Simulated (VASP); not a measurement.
# C3N: relaxation of cell and atoms with PBE

The system is C3N.

```xyz
8
Lattice="4.9672 0.0000 0.0000 -2.4836 4.3017 0.0000 0.0000 0.0000 2.2944" Properties=species:S:1:pos:R:3 pbc="T T T"
C     0.0000    1.3586    0.5736
C    -1.3070    3.6224    0.5736
C     1.3070    3.6224    0.5736
C     2.4836    2.9432    1.7208
C     3.7906    0.6793    1.7208
C     1.1765    0.6793    1.7208
N     0.0000    2.8678    1.7208
N     2.4836    1.4339    0.5736
```

The cell was built from a structure type or drawn by symmetry, and may not be a known phase.

```yaml
Program: VASP 6.6.1
Task: relaxation of cell and atoms
Functional: PBE
Potentials_or_basis: VASP PAW PBE potentials, release 64 (C, N)
Cutoff: 600 eV
k_mesh: 12 × 12 × 16
Occupations: gaussian, width 0.1 eV
Spin: no spin polarisation
Dipole_correction: no
Further_INCAR_settings: ALGO = Normal; EDIFF = 1e-06; IBRION = 2; EDIFFG = -0.01; NSW = 100; ISIF = 3
```

```json
{
 "Relaxed volume": "6.12 Å³/atom",
 "Relaxed cell": "a = 4.959 Å, b = 4.959 Å, c = 2.300 Å, α = 90.00°, β = 90.00°, γ = 120.00°",
 "Space group after relaxing (to 0.1 Å)": "P6_3/mmc (No. 194)",
 "Energy gained by relaxing": "0.5 meV/atom",
 "Ionic steps": "6",
 "Pressure after relaxing": "0.1 GPa",
 "Band gap on the k mesh": "zero (bands 17 and 18 overlap by 4.62 eV)"
}
```

Forces on the atoms (eV/Å):
```
C    0.000 -0.002  0.000
C   -0.002  0.001  0.000
C    0.002  0.001  0.000
C    0.000  0.002  0.000
C    0.002 -0.001  0.000
C   -0.002 -0.001  0.000
N    0.000  0.000  0.000
N    0.000  0.000  0.000
```

Step by step:
```tsv
step	energy change (eV)	largest force (eV/Å)	pressure (GPa)	volume (Å³)
1	0.0000	0.0893	-0.47	49.03
2	-0.0021	0.0335	-0.02	48.90
3	-0.0029	0.0527	-0.18	48.94
4	-0.0035	0.0161	0.44	48.88
5	-0.0035	0.0117	0.50	48.87
6	-0.0038	0.0021	0.08	48.98
```

Final structure:
```cif
data_structure
_symmetry_space_group_name_H-M 'P 1'
_symmetry_Int_Tables_number 1
_cell_length_a 4.9591
_cell_length_b 4.9591
_cell_length_c 2.2997
_cell_angle_alpha 90.000
_cell_angle_beta 90.000
_cell_angle_gamma 120.000
_cell_volume 48.98
loop_
_atom_site_label
_atom_site_type_symbol
_atom_site_fract_x
_atom_site_fract_y
_atom_site_fract_z
_atom_site_occupancy
C1 C 0.15701 0.31403 0.25000 1
C2 C 0.15701 0.84299 0.25000 1
C3 C 0.68597 0.84299 0.25000 1
C4 C 0.84299 0.68597 0.75000 1
C5 C 0.84299 0.15701 0.75000 1
C6 C 0.31403 0.15701 0.75000 1
N1 N 0.33333 0.66667 0.75000 1
N2 N 0.66667 0.33333 0.25000 1
```

Levels at points of the mesh, in eV from the Fermi level:
```tsv
k point	band 13	band 14	band 15	band 16	band 17	band 18	band 19	band 20	band 21	band 22
(0.00, 0.00, 0.00)	-1.38	-1.03	0.29	1.22	1.22	2.15	2.55	4.22	4.22	4.56
(0.50, 0.00, 0.00)	-1.79	-1.45	0.33	1.12	1.87	2.35	3.66	4.87	5.26	5.91
(0.00, 0.00, 0.50)	-6.67	-6.67	0.21	0.21	0.21	0.21	1.47	1.47	3.22	3.22
(0.50, 0.00, 0.50)	-2.75	-2.75	-2.17	-2.17	-1.85	-1.85	-1.15	-1.15	1.29	1.29
```

Wall time 11 min on 1 thread of AMD EPYC 7R13 (shared host), peak memory 0.27 GiB.
